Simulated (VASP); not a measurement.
Write the native input for VASP 6.6.1 that does the following.

```
Task                   : single point
Functional             : PBEsol
Dispersion             : D3(BJ)
Potentials or basis    : VASP PAW PBE potentials, release 64 (Ta_pv)
Cutoff                 : 520 eV
k mesh                 : 8 × 8 × 8
Occupations            : methfessel-paxton, width 0.2 eV
Spin                   : no spin polarisation
Dipole correction      : no
Further INCAR settings : ALGO = Normal; EDIFF = 1e-06; NBANDS = 18
```

The structure of Ta lies in POSCAR:

```
Ta
1.0
    3.3025600000      0.0000000000      0.0000000000
    0.0000000000      3.3025600000      0.0000000000
    0.0000000000      0.0000000000      3.3025600000
Ta
2
Direct
    0.0000000000      0.0000000000      0.0000000000
    0.5000000000      0.5000000000      0.5000000000
```

One way to write it, as run:

INCAR

```
  PREC = Accurate
  ENCUT = 520
  EDIFF = 1E-6
  ISMEAR = 1
  SIGMA = 0.2
  LREAL = False
  LASPH = True
  NELM = 100
  ALGO = Normal
  ISIF = 2
  LWAVE = False
  LCHARG = False
  GGA = PS
  IVDW = 12
  NBANDS = 18
```

KPOINTS

```
Automatic mesh
0
Gamma
  8 8 8
```

Potentials or basis: VASP PAW PBE potentials, release 64 (Ta_pv).

Command:

```sh
$ cat potpaw_PBE.64/Ta_pv/POTCAR > POTCAR
$ mpirun -np 1 vasp_std > vasp.out
```

Results of the run:

* Pressure: -10.2 GPa
* Band gap on the k mesh: zero (band 11 reaches 6.93 eV, above the bottom of band 12 at 4.09 eV)
* Dispersion energy per atom: -0.728 eV

Caveat: the PAW data sets were made with another functional, which shifts forces and pressure a little; spin-orbit coupling is left out, which moves the levels of the heavy elements; pairwise dispersion overbinds metals, which lowers pressure and volume.

Run time: 9.2 s on 1 thread of Intel Xeon 6975P-C (shared host), peak memory 0.17 GiB.
